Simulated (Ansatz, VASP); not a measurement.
**Ir in VASP and in Ansatz**

```
Ir
1.0
    -1.54389    1.54389    1.54389
     1.54389   -1.54389    1.54389
     1.54389    1.54389   -1.54389
Ir
1
Direct
  0.00000 0.00000 0.00000
```

Alike in both runs: functional r2SCAN; k mesh 18 × 18 × 18; occupations gaussian, width 0.1 eV; no spin polarisation.

Ansatz relaxed the structure, and its values are those at the end. VASP's run is a single point on that final structure, the one shown.

```csv
,VASP,Ansatz
version,VASP 6.6.1,Ansatz 0.2.0
potentials or method,"VASP PAW PBE potentials, release 64 (Ir_sv_GW), cutoff 620 eV","scalar-relativistic, plane waves, PAW"
valence electrons in the cell,17,17
```

VASP gave:

- gap on the k mesh at the Fermi level (eV): none
- pressure (GPa): -0.8

Problem. Which values does Ansatz return?

Solution. gap on the k mesh at the Fermi level (eV): none; pressure (GPa): 0.0.

VASP's potentials were made for PBE, not for r2SCAN. A gap of «none» marks a metal or a gap that the smearing closes.

Neither program's run includes spin-orbit coupling.
